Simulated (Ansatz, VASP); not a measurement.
# Two plane-wave programs on As3RuW

```
CELL_PARAMETERS angstrom
4.80659 0.00000 0.00000
0.00000 4.80659 0.00000
0.00000 0.00000 4.80659
ATOMIC_POSITIONS crystal
As 0.00000 0.50000 0.50000
As 0.50000 0.00000 0.50000
As 0.50000 0.50000 0.00000
Ru 0.00000 0.00000 0.00000
W 0.50000 0.50000 0.50000
```

Alike in both runs: functional PBE; k mesh 4 × 4 × 4; occupations gaussian, width 0.1 eV; no spin polarisation.

Ansatz relaxed the structure, and its values are those at the end. VASP's run is a single point on that final structure, the one shown.

```csv
,VASP,Ansatz
version,VASP 6.6.1,Ansatz 0.2.0
potentials or method,"VASP PAW PBE potentials, release 64 (As, Ru_pv, W_sv), cutoff 520 eV","scalar-relativistic, plane waves, PAW"
valence electrons in the cell,43,75
```

|  | VASP | Ansatz | Ansatz less VASP |
| --- | --- | --- | --- |
| gap on the k mesh at the Fermi level (eV) | none | none | - |
| pressure (GPa) | 0.4 | 0.3 | -0.13 |

A gap of «none» marks a metal or a gap that the smearing closes. VASP's potentials hold 43 valence electrons a cell and Ansatz's 75, so a difference there can come from the potentials and not from the codes.

Spin-orbit coupling is off throughout.
